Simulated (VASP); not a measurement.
Write the native input for VASP 6.6.1 that does the following.

```yaml
Task: relaxation of cell and atoms
Functional: PBEsol
Potentials_or_basis: VASP PAW PBE potentials, release 64 (B_h, N_h)
Cutoff: 1330 eV
k_mesh: 16 × 16 × 6
Occupations: fermi-dirac, width 0.1 eV
Spin: no spin polarisation
Dipole_correction: no
Further_INCAR_settings: ALGO = Normal; EDIFF = 1e-07; IBRION = 2; EDIFFG = -0.002; NSW = 100; ISIF = 3
```

The structure of BN lies in POSCAR:

```
BN
1.0
    2.4982400000      0.0000000000      0.0000000000
   -1.2491200000      2.1635393048      0.0000000000
    0.0000000000      0.0000000000      6.6357000000
B N
2 2
Direct
    0.3333333333      0.6666666667      0.2500000000
    0.6666666667      0.3333333333      0.7500000000
    0.3333333333      0.6666666667      0.7500000000
    0.6666666667      0.3333333333      0.2500000000
```

One way to write it, as run:

INCAR

```
ALGO = Normal ; EDIFF = 1E-7
EDIFFG = -0.002 ; ENCUT = 1330
GGA = PS ; GGA_COMPAT = False
IBRION = 2 ; ISIF = 3
ISMEAR = -1 ; LASPH = True
LCHARG = False ; LREAL = False
LWAVE = False ; NELM = 120
NELMIN = 4 ; NSW = 100
PREC = Accurate ; SIGMA = 0.1
```

KPOINTS

```
k-points
0
Gamma
  16 16 6
```

Potentials or basis: VASP PAW PBE potentials, release 64 (B_h, N_h).

Launch:

```console
$ cat potpaw_PBE.64/B_h/POTCAR potpaw_PBE.64/N_h/POTCAR > POTCAR
$ mpirun -np 1 vasp_std > vasp.out
```

It gave:

| Quantity | Value |
| --- | --- |
| Relaxed volume | 9.41 Å³/atom |
| Relaxed cell | a = 2.505 Å, b = 2.505 Å, c = 6.930 Å, α = 90.00°, β = 90.00°, γ = 120.00° |
| Space group after relaxing (to 0.1 Å) | P6_3/mmc (No. 194) |
| Energy gained by relaxing | 1.2 meV/atom |
| Ionic steps | 10 |
| Pressure after relaxing | 0.0 GPa |
| Band gap on the k mesh | 4.21 eV (least direct gap 4.64 eV) |

Caveat: the PAW data sets were made with another functional, which shifts forces and pressure a little; this functional lacks dispersion, which binds layers or chains, so the pressure and a relaxed spacing across them are unreliable.

It took 8.6 min on 1 thread of Intel(R) Xeon(R) 6975P-C (Granite Rapids), with other jobs on the host, peak memory 0.4 GiB.
